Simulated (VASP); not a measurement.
Input of a VASP 6.6.1 run:

File INCAR:

```
SYSTEM = Zr
PREC     = Accurate       ! precision mode
ENCUT    = 400            ! plane-wave cutoff, eV
EDIFF    = 1E-8           ! SCF threshold, eV
ISMEAR   = -1             ! smearing method
SIGMA    = 0.08           ! smearing width, eV
LREAL    = .FALSE.        ! projectors in reciprocal space
LASPH    = .TRUE.         ! aspherical terms in the spheres
NELM     = 120            ! most SCF steps
ALGO     = Normal         ! electronic algorithm
ISIF     = 2              ! what is computed and relaxed
LWAVE    = .FALSE.        ! write WAVECAR
LCHARG   = .FALSE.        ! write CHGCAR
GGA      = PE             ! functional
LEFG     = .TRUE.       
NBANDS   = 12             ! bands
GGA_COMPAT= .FALSE.
```

Contents of KPOINTS:

```
regular mesh
0
G
  14 14 14
  0 0 0
```

The input POSCAR:

```
Zr
1.0
   -1.8219871043      1.8219871043      1.8219871043
    1.8219871043     -1.8219871043      1.8219871043
    1.8219871043      1.8219871043     -1.8219871043
Zr
1
Direct
    0.0000000000      0.0000000000      0.0000000000
```

Potentials or basis: VASP PAW PBE potentials, release 64 (Zr_sv).

The run is started by

```console
$ cat potpaw_PBE.64/Zr_sv/POTCAR > POTCAR
$ mpirun -np 1 vasp_std > vasp.out
```

Problem. What does it give for the band gap on the k mesh?

Solution. Zero (bands 6 and 7 overlap by 1.71 eV).

Problem. Predict the pressure.

Solution. -4.7 GPa.

Caveat: the cell stands under tension.
